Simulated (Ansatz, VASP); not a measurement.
**Two plane-wave programs on Ag**

The input POSCAR:

```
Ag
1.0
   -1.6556540000      1.6556540000      1.6556540000
    1.6556540000     -1.6556540000      1.6556540000
    1.6556540000      1.6556540000     -1.6556540000
Ag
1
Direct
    0.0000000000      0.0000000000      0.0000000000
```

Contents of INCAR.step1:

```
SYSTEM = Ag
PREC = Accurate ; ENCUT = 600
EDIFF = 1E-5 ; ISMEAR = -1
SIGMA = 0.05 ; LREAL = .FALSE.
LASPH = .TRUE. ; NELM = 80
ALGO = Normal ; LWAVE = .TRUE.
LCHARG = .FALSE. ; GGA = PE
NBANDS = 12
```

INCAR.step2

```
SYSTEM = Ag
PREC = Accurate ; ENCUT = 600
EDIFF = 1E-6 ; ISMEAR = -1
SIGMA = 0.05 ; LREAL = .FALSE.
LASPH = .TRUE. ; NELM = 80
ALGO = Normal ; ISIF = 3
LWAVE = .FALSE. ; LCHARG = .FALSE.
GGA = B3 ; LHFCALC = .TRUE.
AEXX = 0.2 ; AGGAX = 0.72
AGGAC = 0.81 ; ALDAC = 0.19
PRECFOCK = Normal ; IBRION = 2
NSW = 60 ; EDIFFG = -0.01
ISTART = 1
```

Contents of KPOINTS:

```
Automatic mesh
0
G
  6 6 6
  0 0 0
```

File input:

```
crystal:
  lattice:
    - [-1.655654, 1.655654, 1.655654]
    - [1.655654, -1.655654, 1.655654]
    - [1.655654, 1.655654, -1.655654]
  atoms:
    - { symbol: Ag, position: [0.0, 0.0, 0.0] }
hamiltonian:
  xc: b3lyp
  pseudopotentials: { kind: paw }
kpoints:
  mp_grid: { grid: [6, 6, 6] }
scf:
  occupations: { method: fermi_dirac, width: 0.05 }
output:
  forces: true
  stress: true
  eigenvalues: true
  write_density: true
  write_potential: true
  elf: true
  volumetric_format: npy
relax:
  f_tol: 0.01
  max_steps: 40
  cell: { stress_tol: 0.05 }
```

Alike in both runs: task relaxation of cell and atoms; functional B3LYP; k mesh 6 × 6 × 6; occupations fermi-dirac, width 0.05 eV; no spin polarisation.

```csv
,VASP,Ansatz
version,VASP 6.6.1,Ansatz 0.2.0
potentials or method,"VASP PAW PBE potentials, release 64 (Ag)",Ansatz PAW
plane-wave cutoff (eV),600,420
valence electrons in the cell,11,19
```

Ansatz gave:

```
gap on the k mesh at the Fermi level, each at its own relaxed structure (eV) : none
relaxed volume (Å³/atom)                                                     : 19.40
relaxed cell length with the largest relative difference (Å)                 : 2.932
```

Q: Which values does VASP return?

A: gap on the k mesh at the Fermi level, each at its own relaxed structure (eV): none; relaxed volume (Å³/atom): 19.39; relaxed cell length with the largest relative difference (Å): 2.931.

VASP's potentials were made for PBE, not for B3LYP. A gap of «none» marks a metal or a gap that the smearing closes. VASP's potentials hold 11 valence electrons a cell and Ansatz's 19, so a difference there can come from the potentials and not from the codes.

The k mesh is coarse, so the values compare programs but aren't converged. Noted on Ansatz's run: the plane-wave basis is chosen anew once the cell has moved, so the energies of steps on either side of that aren't comparable.
